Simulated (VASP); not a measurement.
Input of a VASP 6.6.1 run:

File INCAR:

```
PREC = Accurate
ENCUT = 520
EDIFF = 1E-6
ISMEAR = 0
SIGMA = 0.15
LREAL = False
LASPH = True
NELM = 80
ALGO = Fast
ISIF = 2
LWAVE = False
LCHARG = False
GGA = PE
NBANDS = 10
```

KPOINTS

```
Automatic mesh
0
Gamma
  14 14 14
```

POSCAR

```
K
1.0
   -2.6834500000      2.6834500000      2.5525500000
    2.6834500000     -2.6834500000      2.5525500000
    2.6834500000      2.6834500000     -2.5525500000
K
1
Direct
    0.0000000000      0.0000000000      0.0000000000
```

Potentials or basis: VASP PAW PBE potentials, release 64 (K_sv).

The run is started by

```console
$ cat potpaw_PBE.64/K_sv/POTCAR > POTCAR
$ mpirun -np 1 vasp_std > vasp.out
```

Problem. Estimate the pressure.

Solution. 0.0 GPa.

Caveat: the cell differs from its parent crystal (strain +0.025 along x and y, -0.025 along z).
